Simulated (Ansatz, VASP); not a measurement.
## One calculation of NaHf3NbBi3, two programs

File INCAR:

```
  PREC = Accurate
  ENCUT = 500
  EDIFF = 1E-7
  ISMEAR = 0
  SIGMA = 0.2
  LREAL = False
  LASPH = True
  NELM = 120
  ALGO = Normal
  ISIF = 3
  LWAVE = False
  LCHARG = False
  GGA = PE
  IBRION = 2
  NSW = 36
  EDIFFG = -0.08
  GGA_COMPAT = False
  NELMIN = 4
```

KPOINTS

```
regular mesh
0
Gamma
  3 3 3
```

File POSCAR:

```
NaHf3NbBi3
1.0
    6.9407467600      0.0000000000      0.0000000000
   -3.4703733800      6.0108630100      0.0000000000
    0.0000000000      0.0000000000      5.1741952100
Na Hf Nb Bi
1 3 1 3
Direct
    0.0000000000      0.0000000000      0.5000000000
    0.5000000000      0.0000000000      0.0000000000
    0.0000000000      0.5000000000      0.0000000000
    0.5000000000      0.5000000000      0.0000000000
    0.0000000000      0.0000000000      0.0000000000
    0.5000000000      0.0000000000      0.5000000000
    0.0000000000      0.5000000000      0.5000000000
    0.5000000000      0.5000000000      0.5000000000
```

Input for Ansatz:

```yaml
crystal:
  lattice:
    - [6.94074676, 0.0, 0.0]
    - [-3.47037338, 6.01086301, 0.0]
    - [0.0, 0.0, 5.17419521]
  atoms:
    - { symbol: Na, position: [0.0, 0.0, 0.5] }
    - { symbol: Hf, position: [0.5, 0.0, 0.0] }
    - { symbol: Hf, position: [0.0, 0.5, 0.0] }
    - { symbol: Hf, position: [0.5, 0.5, 0.0] }
    - { symbol: Nb, position: [0.0, 0.0, 0.0] }
    - { symbol: Bi, position: [0.5, 0.0, 0.5] }
    - { symbol: Bi, position: [0.0, 0.5, 0.5] }
    - { symbol: Bi, position: [0.5, 0.5, 0.5] }
basis:
  ecutwfc: 420
kpoints:
  mp_grid: { grid: [3, 3, 3] }
hamiltonian:
  xc: pbe
scf:
  occupations: { method: gaussian, width: 0.2 }
  lower_state_search: "off"
output:
  forces: true
  stress: true
  eigenvalues: true
relax:
  adjacent_minimum: "off"
  f_tol: 0.08
  max_steps: 16
  cell: { stress_tol: 0.8 }
```

Alike in both runs: task relaxation of cell and atoms; functional PBE; k mesh 3 × 3 × 3; occupations gaussian, width 0.2 eV; no spin polarisation.

```csv
,VASP,Ansatz
version,VASP 6.6.1,Ansatz 0.2.0
potentials or method,"VASP PAW PBE potentials, release 64 (Na_pv, Hf_pv, Nb_sv, Bi_d), cutoff 500 eV","scalar-relativistic, plane waves, PAW"
valence electrons in the cell,95,145
```

VASP gave:

- gap on the k mesh at the Fermi level, each at its own relaxed structure (eV): none
- relaxed volume (Å³/atom): 26.06
- relaxed cell length with the largest relative difference (Å): 6.237

Q: What did Ansatz give for the same quantities?

A: gap on the k mesh at the Fermi level, each at its own relaxed structure (eV): none; relaxed volume (Å³/atom): 26.15; relaxed cell length with the largest relative difference (Å): 6.247.

A gap of «none» marks a metal or a gap that the smearing closes. VASP's potentials hold 95 valence electrons a cell and Ansatz's 145, so a difference there can come from the potentials and not from the codes.

The k mesh is coarse, so the values compare programs but aren't converged. Neither program's run includes spin-orbit coupling.
